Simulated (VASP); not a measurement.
Write the native input for VASP 6.6.1 that does the following.

```
Task                   : single point
Functional             : PBE
Potentials or basis    : VASP PAW PBE potentials, release 64 (Mg, O)
Cutoff                 : 520 eV
k mesh                 : 10 × 10 × 10
Occupations            : gaussian, width 0.05 eV
Spin                   : no spin polarisation
Dipole correction      : no
Further INCAR settings : ALGO = Normal; EDIFF = 1e-07; NBANDS = 11
```

The structure of MgO lies in POSCAR:

```
MgO
1.0
    0.0000000000      2.1272186771      2.1272186771
    2.1272186771      0.0000000000      2.1272186771
    2.1272186771      2.1272186771      0.0000000000
Mg O
1 1
Direct
    0.0000000000      0.0000000000      0.0133061842
    0.5000000000      0.5000000000      0.4797858112
```

This cell differs from its parent crystal: mode 4 frozen in at -0.043 Å and mode 5 at -0.043 Å (largest displacements).

The input as run:

INCAR

```
PREC = Accurate ; ENCUT = 520
EDIFF = 1E-7 ; ISMEAR = 0
SIGMA = 0.05 ; LREAL = F
LASPH = T ; NELM = 60
ALGO = Normal ; ISIF = 2
LWAVE = F ; LCHARG = T
GGA = PE ; LELF = T
LVHAR = T ; NBANDS = 11
```

KPOINTS

```
Automatic mesh
0
Gamma
  10 10 10
```

Potentials or basis: VASP PAW PBE potentials, release 64 (Mg, O).

Command:

```sh
$ cat potpaw_PBE.64/Mg/POTCAR potpaw_PBE.64/O/POTCAR > POTCAR
$ mpirun -np 1 vasp_std > vasp.out
```

It gave:

- Pressure: 0.1 GPa
- Largest force: 0.490 eV/Å
- Band gap on the k mesh: 4.44 eV, direct

Caveat: the cell differs from its parent crystal (mode 4 frozen in at -0.043 Å and mode 5 at -0.043 Å (largest displacements)).

Wall time 16 s on 1 thread of Intel Xeon 6975P-C, on a shared host, peak memory 0.17 GiB.
